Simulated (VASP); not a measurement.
Wanted: the native input for a VASP 6.6.1 run.

| Item | Value |
| --- | --- |
| Task | single point |
| Functional | PBE |
| Potentials or basis | VASP PAW PBE potentials, release 64 (Pr_3, Mg, H), 4f in core |
| Cutoff | 520 eV |
| k mesh | 12 × 12 × 4 |
| Occupations | gaussian, width 0.1 eV |
| Spin | no spin polarisation |
| Dipole correction | no |
| k mesh for the DOS | 18 × 18 × 6 |
| Mended | yes |
| Occupations for the DOS | tetrahedron |
| Further INCAR settings | ALGO = Normal; EDIFF = 1e-06 |

Crystal: Pr3MgH2.

```
Pr Mg H
1.0
     3.69621    0.00000    0.00000
    -1.84810    3.20101    0.00000
     0.00000    0.00000   11.45796
Pr Mg H
3 1 2
Direct
  0.33333 0.66667 0.76288
  0.66667 0.33333 0.23712
  0.00000 0.00000 0.50000
  0.00000 0.00000 0.00000
  0.33333 0.66667 0.37934
  0.66667 0.33333 0.62066
```

One way to write it, as run:

POSCAR

```
Pr3MgH2
1.0
    3.6962094713      0.0000000000      0.0000000000
   -1.8481047356      3.2010112999      0.0000000000
    0.0000000000      0.0000000000     11.4579585563
Pr Mg H
3 1 2
Direct
    0.3333333333      0.6666666667      0.7628848725
    0.6666666667      0.3333333333      0.2371151275
    0.0000000000      0.0000000000      0.5000000000
    0.0000000000      0.0000000000      0.0000000000
    0.3333333333      0.6666666667      0.3793352587
    0.6666666667      0.3333333333      0.6206647413
```

INCAR.step1

```
SYSTEM = Pr3MgH2
ALGO     = Normal         ! electronic algorithm
EDIFF    = 1E-6           ! SCF threshold, eV
ENCUT    = 520            ! plane-wave cutoff, eV
GGA      = PE             ! functional
GGA_COMPAT= .False.      
ISIF     = 2              ! what is computed and relaxed
ISMEAR   = 0              ! smearing method
LASPH    = .True.         ! aspherical terms in the spheres
LCHARG   = .True.         ! write CHGCAR
LMAXMIX  = 6              ! l up to which the mixer works
LORBIT   = 11             ! projections on sites
LREAL    = .False.        ! projectors in reciprocal space
LWAVE    = .False.        ! write WAVECAR
NBANDS   = 28             ! bands
NEDOS    = 2001           ! points of the DOS
NELM     = 200            ! most SCF steps
PREC     = Accurate       ! precision mode
SIGMA    = 0.1            ! smearing width, eV
```

KPOINTS.step1

```
k-points
0
Gamma
  12 12 4
  0 0 0
```

INCAR.step2

```
SYSTEM = Pr3MgH2
ALGO     = Normal         ! electronic algorithm
EDIFF    = 1E-6           ! SCF threshold, eV
ENCUT    = 520            ! plane-wave cutoff, eV
GGA      = PE             ! functional
GGA_COMPAT= .False.      
ICHARG   = 11             ! starting density
ISIF     = 2              ! what is computed and relaxed
ISMEAR   = -5             ! smearing method
LASPH    = .True.         ! aspherical terms in the spheres
LCHARG   = .False.        ! write CHGCAR
LMAXMIX  = 6              ! l up to which the mixer works
LORBIT   = 10             ! projections on sites
LREAL    = .False.        ! projectors in reciprocal space
LWAVE    = .False.        ! write WAVECAR
NEDOS    = 1001           ! points of the DOS
NELM     = 200            ! most SCF steps
PREC     = Accurate       ! precision mode
SIGMA    = 0.1            ! smearing width, eV
```

KPOINTS.step2

```
k-points
0
Gamma
  18 18 6
  0 0 0
```

Potentials or basis: VASP PAW PBE potentials, release 64 (Pr_3, Mg, H), 4f in core.

Launch:

```bash
$ cat potpaw_PBE.64/Pr_3/POTCAR potpaw_PBE.64/Mg/POTCAR potpaw_PBE.64/H/POTCAR > POTCAR
$ cp INCAR.step1 INCAR
$ cp KPOINTS.step1 KPOINTS
$ mpirun -np 1 vasp_std > vasp.out
$ cp INCAR.step2 INCAR
$ cp KPOINTS.step2 KPOINTS
$ mpirun -np 1 vasp_std > vasp.out
```

It gave:

| Quantity | Value |
| --- | --- |
| Valence electrons inside the program's atomic spheres | Pr 8.76, 8.81 (each value once); Mg 0.35; H 0.51 |

Wall time 8.9 min on 1 thread of Intel(R) Xeon(R) Platinum 8124M CPU @ 3.00GHz (Skylake/Cascade Lake), on a shared host, peak memory 0.71 GiB.
